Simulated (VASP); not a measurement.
# AlN (Pm) in VASP: notebook, part 2 of 2

VASP 6.6.1. Earlier steps stand in the parts before.

### 4 Single point, LDA (atom 1 (Al) moved by +0.124 Å along [1 0 0] and -0.620 Å along [1 2 0])

Contents of INCAR:

```
PREC = Accurate ; ENCUT = 520
EDIFF = 1E-6 ; ISMEAR = 0
SIGMA = 0.05 ; LREAL = F
LASPH = T ; NELM = 80
ALGO = Normal ; ISIF = 2
LWAVE = F ; LCHARG = F
NBANDS = 26
```

Contents of KPOINTS:

```
Automatic mesh
0
Gamma
  8 6 4
```

Contents of POSCAR:

```
AlN
1.0
   -1.6378403119      2.8368226349      0.0000000000
    0.0000000000      0.0000000000      4.1006264518
    4.9135209358      2.8368226349      0.0000000000
Al N
4 4
Direct
    0.3171568541      0.7500000000      0.1309554369
    1.0000000000      0.7500000000      0.6666666667
    0.0000000000      0.2500000000      0.3333333333
    0.5000000000      0.2500000000      0.8333333333
    0.5000000000      0.2500000000      0.1666666667
    1.0000000000      0.2500000000      0.6666666667
    0.0000000000      0.7500000000      0.3333333333
    0.5000000000      0.7500000000      0.8333333333
```

Run with:

```bash
> cat potpaw_LDA.64/Al/POTCAR potpaw_LDA.64/N/POTCAR > POTCAR
> mpirun -np 1 vasp_std > vasp.out
```

Wall time 2.2 min (1 thread of Intel Xeon 8259CL, shared host); peak memory 0.22 GiB.

It converged, with:

```
Free energy            : -62.2547 eV
Pressure               : 11.7 GPa
Largest force          : 9.763 eV/Å
Band gap on the k mesh : 2.57 eV
```

Forces on the atoms (eV/Å):
```
Al  -7.695  6.008  0.000
Al  -1.254 -1.083  0.000
Al   0.735 -0.632  0.000
Al  -0.211  0.412  0.000
N   -0.129 -1.730  0.000
N    0.357  0.156  0.000
N    8.960 -2.259  0.000
N   -0.763 -0.871  0.000
```

Stress tensor (GPa, compression positive):
```
34.80 -3.91  0.00
-3.91 -1.16  0.00
 0.00  0.00  1.50
```

Levels at points of the mesh, in eV from the valence-band top:
| k point | band 14 | band 15 | band 16 | band 17 | band 18 | band 19 |
| --- | --- | --- | --- | --- | --- | --- |
| (0.00, 0.00, 0.00) | -1.71 | -0.76 | 0.00 | 2.57 | 3.89 | 4.36 |
| (0.50, 0.00, 0.00) | -2.38 | -2.32 | -1.97 | 4.65 | 4.77 | 6.04 |
| (0.00, 0.50, 0.00) | -1.96 | -1.82 | -1.34 | 3.93 | 4.66 | 5.73 |
| (0.50, 0.50, 0.00) | -1.35 | -1.03 | -0.51 | 4.87 | 5.37 | 6.54 |
| (0.00, 0.00, 0.50) | -1.54 | -0.90 | -0.69 | 3.48 | 4.99 | 5.80 |
| (0.50, 0.00, 0.50) | -2.51 | -1.76 | -1.19 | 3.18 | 4.09 | 6.07 |
| (0.00, 0.50, 0.50) | -1.91 | -1.90 | -1.39 | 3.74 | 4.69 | 5.32 |
| (0.50, 0.50, 0.50) | -2.12 | -1.79 | -1.15 | 4.10 | 4.43 | 5.37 |

Caveat: the cell differs from its parent crystal (atom 1 (Al) moved by +0.124 Å along [1 0 0] and -0.620 Å along [1 2 0]); the cell stands under pressure; forces of over 1 eV/Å act on the atoms, so gaps and moduli don't describe the material at rest.

### 5 Single point, LDA (atom 1 (Al) moved by +0.372 Å along [1 0 0] and -0.124 Å along [1 2 0])

Contents of INCAR:

```
SYSTEM = AlN
PREC = Accurate
ENCUT = 520
EDIFF = 1E-7
ISMEAR = 0
SIGMA = 0.05
LREAL = .False.
LASPH = .True.
NELM = 80
ALGO = Normal
ISIF = 2
LWAVE = .False.
LCHARG = .False.
GGA = CA
NBANDS = 26
```

Contents of KPOINTS:

```
Automatic mesh
0
Gamma
  8 6 4
  0 0 0
```

Changes to POSCAR since step 4:

```diff
@@ -8,3 +8,3 @@
 Direct
-    0.3171568541      0.7500000000      0.1309554369
+    0.4104347512      0.7500000000      0.2125210404
     1.0000000000      0.7500000000      0.6666666667
```

Run with:

```bash
> cat potpaw_LDA.64/Al/POTCAR potpaw_LDA.64/N/POTCAR > POTCAR
> mpirun -np 1 vasp_std > vasp.out
```

It took 2.7 min on 1 thread of Intel Xeon 8259CL, shared host; peak memory 0.22 GiB.

The run converged. Its results:

| Item | Value |
| --- | --- |
| Free energy | -62.5892 eV |
| Pressure | 10.9 GPa |
| Largest force | 15.610 eV/Å |
| Band gap on the k mesh | 3.21 eV |

Forces on the atoms (eV/Å):
```
Al  -13.857   7.187   0.000
Al    1.182   0.480   0.000
Al    0.572  -0.726   0.000
Al    0.223   0.256   0.000
N     1.349   0.038   0.000
N    -0.518  -0.325   0.000
N    10.378  -6.839   0.000
N     0.672  -0.070   0.000
```

Stress tensor (GPa, compression positive):
```
 23.68 -18.44   0.00
-18.44   7.95   0.00
  0.00   0.00   0.92
```

Levels at points of the mesh, in eV from the valence-band top:
```tsv
k point	band 13	band 14	band 15	band 16	band 17	band 18	band 19	band 20
(0.00, 0.00, 0.00)	-2.09	-1.47	-1.05	0.00	3.21	3.93	4.58	7.00
(0.50, 0.00, 0.00)	-3.09	-2.49	-2.20	-1.76	5.25	5.46	6.01	6.17
(0.00, 0.50, 0.00)	-2.51	-2.16	-1.77	-1.52	4.88	5.13	5.85	6.01
(0.50, 0.50, 0.00)	-1.56	-0.96	-0.87	-0.65	5.59	5.70	6.44	6.61
(0.00, 0.00, 0.50)	-1.93	-1.48	-0.98	-0.80	4.47	5.02	6.18	6.38
(0.50, 0.00, 0.50)	-3.27	-2.77	-1.55	-1.02	3.49	4.10	6.63	7.05
(0.00, 0.50, 0.50)	-2.33	-2.16	-1.57	-1.43	4.84	5.27	5.56	6.01
(0.50, 0.50, 0.50)	-2.34	-1.69	-1.45	-1.37	4.56	4.83	5.28	5.48
```

Caveat: the cell differs from its parent crystal (atom 1 (Al) moved by +0.372 Å along [1 0 0] and -0.124 Å along [1 2 0]); the cell stands under pressure; forces of over 1 eV/Å act on the atoms, so gaps and moduli don't describe the material at rest. A k mesh can miss the band edges.

### 6 Single point, LDA (atom 1 (Al) moved by -0.620 Å along [1 0 0] and +0.620 Å along [1 2 0])

Contents of INCAR:

```
SYSTEM = AlN
ALGO = Normal
EDIFF = 1E-6
ENCUT = 520
GGA = CA
ISIF = 2
ISMEAR = 0
LASPH = .True.
LCHARG = .False.
LREAL = .False.
LWAVE = .False.
NBANDS = 26
NELM = 100
PREC = Accurate
SIGMA = 0.05
```

Contents of KPOINTS:

```
k-points
0
Gamma
  8 6 4
  0 0 0
```

Changes to POSCAR since step 5:

```diff
@@ -8,3 +8,3 @@
 Direct
-    0.4104347512      0.7500000000      0.2125210404
+    0.7585526025      0.7500000000      0.1266684399
     1.0000000000      0.7500000000      0.6666666667
```

Potentials or basis: VASP PAW LDA potentials, release 64 (Al, N).

Run with:

```bash
> cat potpaw_LDA.64/Al/POTCAR potpaw_LDA.64/N/POTCAR > POTCAR
> mpirun -np 1 vasp_std > vasp.out
```

OUTCAR:

```text
SYSTEM = AlN
   EDIFF = 1E-6
   ENCUT = 520
   GGA = CA
   ISIF = 2
   ISMEAR = 0
   LASPH = .True.
   LREAL = .False.
   NELM = 100
   PREC = Accurate

 ion  position               nearest neighbor table
   1  0.759  0.750  0.127-   7 1.41   8 1.87   5 2.23   5 2.23   3 2.49   3 2.49   2 2.73   4 2.77
                             4 2.77   2 3.16
   2  0.000  0.750  0.667-   8 1.89   8 1.89   7 1.89   6 2.05   6 2.05   1 2.73   4 2.79   4 2.79
                             4 2.79   4 2.79   3 2.79   3 2.79   1 3.16
   3  0.000  0.250  0.333-   5 1.89   5 1.89   6 1.89   7 2.05   7 2.05   1 2.49   1 2.49   2 2.79
                             2 2.79   4 3.28   4 3.28   4 3.28   4 3.28
[... 919 lines left out ...]
  external PRESSURE =     211.1074812 kB  Pullay stress =       0.0000000 kB

 VOLUME and BASIS-vectors are now :
 -----------------------------------------------------------------------------
  energy-cutoff  :      520.00
  volume of cell :       76.21
      direct lattice vectors                 reciprocal lattice vectors
    -1.637840312  2.836822635  0.000000000    -0.152640033  0.264380293  0.000000000
     0.000000000  0.000000000  4.100626452     0.000000000  0.000000000  0.243865178
     4.913520936  2.836822635  0.000000000     0.152640033  0.088126764  0.000000000

 POSITION                                       TOTAL-FORCE (eV/Angst)
 -----------------------------------------------------------------------------------
     -0.62000      2.51122      3.07547        -5.339761    -20.014814      0.000000
      3.27568      1.89122      3.07547        -2.058659     -0.707643      0.000000
      1.63784      0.94561      1.02516         0.099803      1.222190      0.000000
      3.27568      3.78243      1.02516         0.447561     -0.317277      0.000000
      0.00000      1.89122      1.02516        -1.883812      1.087277      0.000000
      3.27568      1.89122      1.02516         0.328583      0.215671      0.000000
      1.63784      0.94561      3.07547         8.893932     18.045399      0.000000
      3.27568      3.78243      3.07547        -0.487647      0.469197      0.000000
 -----------------------------------------------------------------------------------
    total drift:                               -0.000052     -0.000462     -0.000000

  FREE ENERGIE OF THE ION-ELECTRON SYSTEM (eV)
  ---------------------------------------------------
  free  energy   TOTEN  =       -59.5128160813 eV

  energy  without entropy=      -59.5128160813  energy(sigma->0) =      -59.51281608
```

Run time: 2.3 min. Hardware: 1 thread of Intel Xeon 8259CL, shared host; peak memory 0.22 GiB.

What came out:

```yaml
Free_energy: -59.5128 eV
Pressure: 21.1 GPa
Largest_force: 20.715 eV/Å
Band_gap_on_the_k_mesh: 1.93 eV
```

Forces on the atoms (eV/Å):
```
Al   -5.340 -20.015   0.000
Al   -2.059  -0.708   0.000
Al    0.100   1.222   0.000
Al    0.448  -0.317   0.000
N    -1.884   1.087   0.000
N     0.329   0.216   0.000
N     8.894  18.045   0.000
N    -0.488   0.469   0.000
```

Levels at points of the mesh, in eV from the valence-band top:
| k point | band 14 | band 15 | band 16 | band 17 | band 18 | band 19 |
| --- | --- | --- | --- | --- | --- | --- |
| (0.00, 0.00, 0.00) | -1.75 | -0.77 | 0.00 | 1.93 | 3.87 | 4.29 |
| (0.50, 0.00, 0.00) | -2.54 | -2.07 | -1.87 | 4.10 | 4.21 | 6.08 |
| (0.00, 0.50, 0.00) | -2.13 | -1.69 | -1.36 | 3.26 | 4.26 | 5.63 |
| (0.50, 0.50, 0.00) | -1.39 | -1.26 | -0.24 | 4.10 | 4.94 | 6.51 |
| (0.00, 0.00, 0.50) | -1.65 | -0.79 | -0.67 | 2.75 | 4.93 | 5.63 |
| (0.50, 0.00, 0.50) | -2.25 | -1.89 | -1.15 | 2.82 | 4.06 | 5.44 |
| (0.00, 0.50, 0.50) | -2.10 | -1.65 | -1.46 | 3.09 | 4.19 | 5.27 |
| (0.50, 0.50, 0.50) | -2.15 | -2.07 | -0.89 | 3.49 | 4.02 | 5.36 |

Caveat: the cell differs from its parent crystal (atom 1 (Al) moved by -0.620 Å along [1 0 0] and +0.620 Å along [1 2 0]); the cell stands under pressure; forces of over 1 eV/Å act on the atoms, so gaps and moduli don't describe the material at rest. A k mesh can miss the band edges.

### 7 Summary

| cell | gap on the mesh (eV) | pressure (GPa) | largest force (eV/Å) |
| --- | --- | --- | --- |
| as given, atomic positions A | 3.13 | 10.1 | 14.43 |
| as given, atomic positions B | 3.50 | 10.0 | 14.08 |
| as given, atomic positions C | 2.57 | 11.7 | 9.76 |
| as given, atomic positions D | 3.21 | 10.9 | 15.61 |
| as given, atomic positions E | 1.93 | 21.1 | 20.71 |

Alike in all rows: task single point; level LDA; potentials or basis VASP PAW LDA potentials, release 64 (Al, N); no spin polarisation; k mesh 8 × 6 × 4; cutoff (eV) 520; smearing gaussian 0.05 eV.

Caveats: the cell stands under pressure; forces of over 1 eV/Å act on the atoms, so gaps and moduli don't describe the material at rest.

Absolute energies hang on the potentials; compare differences alone.
